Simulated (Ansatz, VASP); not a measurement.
# WS2: VASP beside Ansatz

```
CELL_PARAMETERS angstrom
1.58589 0.91561 6.23748
-1.58589 0.91561 6.23748
0.00000 -1.83122 6.23748
ATOMIC_POSITIONS crystal
W 0.00067 0.00067 0.00067
S 0.25056 0.25056 0.25056
S 0.41748 0.41748 0.41748
```

Alike in both runs: task single point; functional HSE06; k mesh 4 × 4 × 4; no spin polarisation.

|  | VASP | Ansatz |
| --- | --- | --- |
| version | VASP 6.6.1 | Ansatz 0.2.0 |
| potentials or method | VASP PAW PBE potentials, release 64 (W_sv, S) | plane waves |
| plane-wave cutoff (eV) | 520 | 420 |
| occupations | gaussian, width 0.01 eV | fixed |
| valence electrons in the cell | 26 | 26 |

Ansatz gave:

- gap on the k mesh at the Fermi level (eV): 1.96
- pressure (GPa): -1.6
- traceless stress, the component that is largest in VASP (GPa): 0.68
- rms of the force components (eV/Å): 0.170

Q: Which values does VASP return?

A: gap on the k mesh at the Fermi level (eV): 1.98; pressure (GPa): -2.1; traceless stress, the component that is largest in VASP (GPa): 0.61; rms of the force components (eV/Å): 0.196.

Atom by atom the forces differ by 0.026 eV/Å (rms over components). Ansatz's warnings: stress exchange threshold loose, stress scf threshold loose.

The k mesh is coarse, so the values compare programs but aren't converged. Neither program's run includes spin-orbit coupling.
